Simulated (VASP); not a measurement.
The system is Ga2O3.

```
Ga O
1.0
     2.43062    1.40332    2.99472
    -2.43062    1.40332    2.99472
     0.00000   -2.80663    2.99472
Ga O
2 3
Direct
  0.19219 0.19219 0.19219
  0.80781 0.80781 0.80781
  0.50000 0.50000 0.00000
  0.00000 0.50000 0.50000
  0.50000 0.00000 0.50000
```

The cell was generated, and may not be a known phase.

```yaml
Program: VASP 6.6.1
Task: relaxation of cell and atoms
Functional: PBE
Potentials_or_basis: VASP PAW PBE potentials, release 64 (Ga_d, O)
Cutoff: 600 eV
k_mesh: 6 × 6 × 6
Occupations: gaussian, width 0.1 eV
Spin: collinear spin, ferromagnetic start
Starting_moments: "[0.0, 0.0, 1.0, 1.0, 1.0] μB"
```

At the start: pressure 7.6 GPa; volume 12.26 Å³/atom.

**Question.** Where does the relaxation end?

**Answer.** Over 40 steps the energy falls by 1068.6 meV/atom and the volume is 21.01 Å³/atom (+71.4 %); space group R-3m (No. 166, to 0.1 Å) before and after; moment 0.00 μB per cell.

Step by step:
```
step  energy change (eV)  largest force (eV/Å)  pressure (GPa)  volume (Å³)
   1              0.0000                0.7144            7.58        61.29
   2             -0.9843                1.6218           -2.57        66.30
   3             -1.6359                2.3895          -11.14        72.73
   4             -2.2870                2.3210           -8.94        70.79
   5             -2.8817                1.7330           -4.88        67.20
   6             -1.4395                1.7601            8.66        57.65
   7             -2.7979                1.0712           -4.90        65.95
   8             -2.8106                0.6589           -2.80        64.18
   9             -2.8218                0.8321           -3.79        64.91
  10             -2.9210                1.1166            1.87        63.11
  11             -2.9336                0.9394            5.96        62.09
  12             -2.9866                0.8390            8.04        62.31
  13             -3.1147                0.8769           15.22        62.87
  14             -2.7059                0.8905           37.65        63.60
  15             -3.1445                0.7333           18.47        63.01
  16             -3.1822                0.7179           18.59        63.36
  17             -3.2907                0.7019           18.72        64.41
  18             -3.4870                0.5768           19.77        66.49
  19             -3.7491                0.1356           22.52        70.64
  20             -3.8050                0.6340           29.22        78.88
  21             -3.9703                0.5283           27.15        81.02
  22             -4.4175                0.2855           21.24        87.62
  23             -5.0450                0.1999           10.30       101.58
  24             -3.9983                1.9990          -10.23       132.58
  25             -5.1085                0.4572            6.56       106.60
  26             -5.1174                0.5425            5.02       108.70
  27             -5.1624                0.4916            4.87       107.59
  28             -5.2619                0.3310            4.32       104.20
  29             -5.3081                0.0578            2.10        97.24
  30             -5.3151                0.0471            2.75        98.87
  31             -5.3301                0.0632            1.60       100.34
  32             -5.3377                0.0959           -0.07       102.56
  33             -5.3377                0.0943            0.00       102.46
  34             -5.3384                0.0912           -0.01       102.62
  35             -5.3401                0.0815            0.08       103.09
  36             -5.3422                0.0636            0.07       104.05
  37             -5.3415                0.0304            0.13       105.95
  38             -5.3427                0.0482            0.09       104.91
  39             -5.3428                0.0313           -0.25       105.13
  40             -5.3428                0.0384           -0.12       105.06
```

Final structure:
```xyz
5
Lattice="3.0176 1.7422 3.3305 -3.0176 1.7422 3.3305 0.0000 -3.4844 3.3305" Properties=species:S:1:pos:R:3 pbc="T T T"
Ga    0.0000    0.0000    3.2686
Ga    0.0000    0.0000    6.7229
O     0.0000    1.7422    3.3305
O    -1.5088   -0.8711    3.3305
O     1.5088   -0.8711    3.3305
```

Caveat: the volume moved by over 15 % at a fixed basis, so the end points are rough.
